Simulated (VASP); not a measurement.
# Ru in VASP: single point with RPBE

Aim: the single point of Ru with RPBE.

All numbers are computed with VASP 6.6.1; they aren't measurements. Logs are shortened: lines on timing, memory, paths and dates and some standing lists are left out, and cuts for length are marked.

## Step 1: The cell of the first run

The cell holds a slab with vacuum, 11 atoms: a = 2.735 Å, b = 2.735 Å, c = 40.871 Å, α = 90.00°, β = 90.00°, γ = 60.00°.

## Step 2: Single point, RPBE

File INCAR:

```
PREC = Accurate
ENCUT = 520
EDIFF = 1E-7
ISMEAR = 0
SIGMA = 0.1
LREAL = F
LASPH = T
NELM = 100
ALGO = Normal
ISIF = 2
LWAVE = F
LCHARG = F
LDIPOL = T
IDIPOL = 3
DIPOL = 0.5 0.5 0.470
GGA = RP
NBANDS = 88
```

File KPOINTS:

```
Automatic mesh
0
Gamma
  16 16 1
```

File POSCAR:

```
Ru
1.0
    2.7351145733      0.0000000000      0.0000000000
    1.3675572866      2.3686787027      0.0000000000
    0.0000000000      0.0000000000     40.8707752044
Ru
11
Direct
    0.0000000000      0.0000000000      0.2081980370
    0.0000000000      0.0000000000      0.3116412631
    0.0000000000      0.0000000000      0.4173683463
    0.0000000000      0.0000000000      0.5227004017
    0.0000000000      0.0000000000      0.6284274801
    0.0000000000      0.0000000000      0.7318707113
    0.3333333333      0.3333333333      0.2588885416
    0.3333333333      0.3333333333      0.3645852516
    0.3333333333      0.3333333333      0.4700343761
    0.3333333333      0.3333333333      0.5754835056
    0.3333333333      0.3333333333      0.6811802042
```

Potentials or basis: VASP PAW PBE potentials, release 64 (Ru_pv).

Command:

```
> cat potpaw_PBE.64/Ru_pv/POTCAR > POTCAR
> mpirun -np 1 vasp_std > vasp.out
```

OUTCAR:

```text
PREC = Accurate
   ENCUT = 520
   EDIFF = 1E-7
   ISMEAR = 0
   LREAL = F
   LASPH = T
   NELM = 100
   ISIF = 2
   GGA = RP

 ion  position               nearest neighbor table
   1  0.000  0.000  0.208-   7 2.60   7 2.60   7 2.60
   2  0.000  0.000  0.312-   7 2.67   7 2.67   7 2.67   8 2.68   8 2.68   8 2.68
   3  0.000  0.000  0.417-   9 2.67   9 2.67   9 2.67   8 2.67   8 2.67   8 2.67
   4  0.000  0.000  0.523-   9 2.67   9 2.67   9 2.67  10 2.67  10 2.67  10 2.67
   5  0.000  0.000  0.628-  11 2.67  11 2.67  11 2.67  10 2.68  10 2.68  10 2.68
   6  0.000  0.000  0.732-  11 2.60  11 2.60  11 2.60
   7  0.333  0.333  0.259-   1 2.60   1 2.60   1 2.60   2 2.67   2 2.67   2 2.67
   8  0.333  0.333  0.365-   3 2.67   3 2.67   3 2.67   2 2.68   2 2.68   2 2.68
   9  0.333  0.333  0.470-   4 2.67   4 2.67   4 2.67   3 2.67   3 2.67   3 2.67
  10  0.333  0.333  0.575-   4 2.67   4 2.67   4 2.67   5 2.68   5 2.68   5 2.68
  11  0.333  0.333  0.681-   6 2.60   6 2.60   6 2.60   5 2.67   5 2.67   5 2.67

  LATTYP: Found a hexagonal cell.
 ALAT       =     2.7351145732
 C/A-ratio  =    14.9429846940

  Lattice vectors:

 A1 = (  -1.3675572866,  -2.3686787027,   0.0000000000)
 A2 = (   2.7351145733,   0.0000000000,   0.0000000000)
 A3 = (   0.0000000000,   0.0000000000,  40.8707752044)

Analysis of symmetry for initial positions (statically):
=====================================================================
 Subroutine PRICEL returns:
 Original cell was already a primitive cell.

 Routine SETGRP: Setting up the symmetry group for a
 hexagonal supercell.

 Subroutine GETGRP returns: Found 12 space group operations
 (whereof  6 operations were pure point group operations)
 out of a pool of 24 trial point group operations.

The static configuration has the point symmetry C_3v.
 The point group associated with its full space group is D_3h.

Analysis of symmetry for dynamics (positions and initial velocities):
=====================================================================
 Subroutine PRICEL returns:
 Original cell was already a primitive cell.

 Routine SETGRP: Setting up the symmetry group for a
 hexagonal supercell.

 Subroutine GETGRP returns: Found 12 space group operations
 (whereof  6 operations were pure point group operations)
 out of a pool of 24 trial point group operations.

The dynamic configuration has the point symmetry C_3v.
 The point group associated with its full space group is D_3h.

 Subroutine INISYM returns: Found 12 space group operations
 (whereof  6 operations are pure point group operations),
[... 133 lines left out ...]
     AMIX     =   0.40;   BMIX     =  1.00
     AMIX_MAG =   1.60;   BMIX_MAG =  1.00
  volume/ion in A,a.u.               =      24.07       162.44
  Fermi-wavevector in a.u.,A,eV,Ry     =   1.366523  2.582354 25.407310  1.867385
  Thomas-Fermi vector in A             =   2.492656
   LORBIT       =      0    0 simple, 1 ext, 2 COOP (PROOUT), +10 PAW based schemes
   GGA     = RP    functional components
   LHFCALC =     F    Hartree Fock is set to
   AEXX    =    0.0000 exact exchange contribution
   IVDW    =     0    specifies the selected vdW correction
   LEPSILON=     F    determine dielectric tensor
   LRPA    =     F    only Hartree local field effects (RPA)
 non-spin polarized calculation
 Gauss-broadening in eV      SIGMA  =   0.10
  energy-cutoff  :      520.00
  volume of cell :      264.79
 maximum number of plane-waves:      7181
   NGX = 11   NGY = 11   NGZ =151

 dipolmoment           0.000000      0.000000      0.000010 electrons x Angstroem

 number of electron     153.9999991 magnetization

 dipolmoment           0.000000      0.000000     -0.000005 electrons x Angstroem

 Free energy of the ion-electron system (eV)
  ---------------------------------------------------
  ext. energy  EPLUGINS =         0.00000000
  ---------------------------------------------------
  free energy    TOTEN  =       -92.54553626 eV

  energy without entropy =      -92.49691796  energy(sigma->0) =      -92.52122711

 E-fermi :   5.2505     XC(G=0):  -8.5322

 val. band max:        5.2480916519   @ k =   0.3750   0.1250   0.0000
 cond. band min:       5.2518237385   @ k =   0.5000   0.0625   0.0000
 fundamental gap:      0.0037320866
 Fermi energy:         5.2504533466

 k-point     1 :       0.0000    0.0000    0.0000
  band No.  band energies     occupation
      1     -38.3529      2.00000
      2     -38.3339      2.00000
      3     -38.2564      2.00000
      4     -38.1106      2.00000
      5     -37.9505      2.00000
      6     -37.7840      2.00000
[... 2173 lines left out ...]
     87       6.8352      0.00000
     88       6.8484      0.00000

 [... further k-points ...]

------------------------ aborting loop because EDIFF is reached ----------------------------------------

 vacuum level on the upper side and lower side of the slab       (xc-potential included)        -0.154        -0.154

  FORCE on cell =-STRESS in cart. coord.  units (eV):
  Direction    XX          YY          ZZ          XY          YZ          ZX
  --------------------------------------------------------------------------------------
  -------------------------------------------------------------------------------------
  Total       -2.3796940     -2.3796940     -0.0280324      0.0000000      0.0000000      0.0000000
  in kB      -14.3991596    -14.3991596     -0.1696195      0.0000000      0.0000000      0.0000000
  external PRESSURE =      -9.6559796 kB  Pullay stress =       0.0000000 kB

 VOLUME and BASIS-vectors are now :
 -----------------------------------------------------------------------------
  energy-cutoff  :      520.00
  volume of cell :      264.79
      direct lattice vectors                 reciprocal lattice vectors
     2.735114573  0.000000000  0.000000000     0.365615397 -0.211088148  0.000000000
     1.367557287  2.368678703  0.000000000     0.000000000  0.422176296  0.000000000
     0.000000000  0.000000000 40.870775204     0.000000000  0.000000000  0.024467361

 POSITION                                       TOTAL-FORCE (eV/Angst)
 -----------------------------------------------------------------------------------
      0.00000      0.00000      8.50922        -0.000000      0.000000     -0.010515
      0.00000      0.00000     12.73702        -0.000000      0.000000      0.002789
      0.00000      0.00000     17.05817         0.000000     -0.000000      0.000672
      0.00000      0.00000     21.36317        -0.000000     -0.000000     -0.000672
      0.00000      0.00000     25.68432        -0.000000      0.000000     -0.002789
      0.00000      0.00000     29.91212        -0.000000      0.000000      0.010515
      1.36756      0.78956     10.58098         0.000000      0.000000      0.004987
      1.36756      0.78956     14.90088        -0.000000     -0.000000     -0.001486
      1.36756      0.78956     19.21067         0.000000     -0.000000     -0.000000
      1.36756      0.78956     23.52046        -0.000000     -0.000000      0.001486
      1.36756      0.78956     27.84036         0.000000      0.000000     -0.004987
 -----------------------------------------------------------------------------------
    total drift:                                0.000000      0.000000     -0.000745

  FREE ENERGIE OF THE ION-ELECTRON SYSTEM (eV)
  ---------------------------------------------------
  free  energy   TOTEN  =       -92.5455362606 eV

  energy  without entropy=      -92.4969179574  energy(sigma->0) =      -92.52122711

 vacuum level on the upper side and lower side of the slab         9.897         9.896
```

OSZICAR:

```text
N       E                     dE             d eps       ncg     rms          rms(c)
DAV:   1     0.191151760595E+04    0.19115E+04   -0.97767E+04  6048   0.179E+03
DAV:   2    -0.169493222754E+02   -0.19285E+04   -0.18831E+04  5544   0.553E+02
DAV:   3    -0.942466086430E+02   -0.77297E+02   -0.74376E+02  7488   0.981E+01
[... 32 lines left out ...]
DAV:  36    -0.925455347749E+02   -0.87179E-06   -0.14890E-07  3344   0.164E-03    0.344E-03
DAV:  37    -0.925455355922E+02   -0.81727E-06   -0.15819E-07  3728   0.155E-03    0.129E-03
DAV:  38    -0.925455360034E+02   -0.41117E-06   -0.97307E-08  3160   0.129E-03    0.756E-04
DAV:  39    -0.925455362321E+02   -0.22872E-06   -0.25962E-08  2880   0.570E-04    0.126E-03
DAV:  40    -0.925455362606E+02   -0.28551E-07   -0.99938E-09  2832   0.375E-04
   1 F= -.92545536E+02 E0= -.92521227E+02  d E =-.486183E-01
```

stdout:

```text
POSCAR found type information on POSCAR Ru
 POSCAR found :  1 types and      11 ions
 scaLAPACK will be used
 -----------------------------------------------------------------------------
|                                                                             |
|                                                                             |
|     You enforced a specific xc type in the INCAR file but a different       |
|     I HOPE YOU KNOW WHAT YOU ARE DOING!                                     |
|                                                                             |
 -----------------------------------------------------------------------------

 LDA part: xc-table for (Slater+PW92), standard interpolation
 POSCAR, INCAR and KPOINTS ok, starting setup
 FFT: planning ... GRIDC
 FFT: planning ... GRID_SOFT
 FFT: planning ... GRID
 WAVECAR not read
 entering main loop
```

Run time: 21 min. Hardware: 1 thread of Intel Xeon 6975P-C (Granite Rapids), shared host; peak memory 0.63 GiB.

Results:

| Property | Result |
| --- | --- |
| Free energy | -92.5455 eV |
| Largest force | 0.011 eV/Å |
| Band gap on the k mesh | zero (bands 77 and 78 overlap by 2.41 eV) |

Forces in eV/Å, atoms in the order of the input:
```
Ru   0.000  0.000 -0.011
Ru   0.000  0.000  0.003
Ru   0.000  0.000  0.001
Ru   0.000  0.000 -0.001
Ru   0.000  0.000 -0.003
Ru   0.000  0.000  0.011
Ru   0.000  0.000  0.005
Ru   0.000  0.000 -0.001
Ru   0.000  0.000  0.000
Ru   0.000  0.000  0.001
Ru   0.000  0.000 -0.005
```

Levels at points of the mesh, in eV from the Fermi level:
| k point | band 72 | band 73 | band 74 | band 75 | band 76 | band 77 | band 78 | band 79 |
| --- | --- | --- | --- | --- | --- | --- | --- | --- |
| (0.00, 0.00, 0.00) | -1.89 | -1.89 | -1.31 | -1.28 | -1.28 | -1.01 | -1.01 | -0.68 |
| (0.50, 0.00, 0.00) | 0.47 | 0.88 | 1.22 | 1.27 | 1.29 | 1.29 | 1.29 | 1.46 |

Caveat: the PAW data sets were made with another functional, which shifts forces and pressure a little.
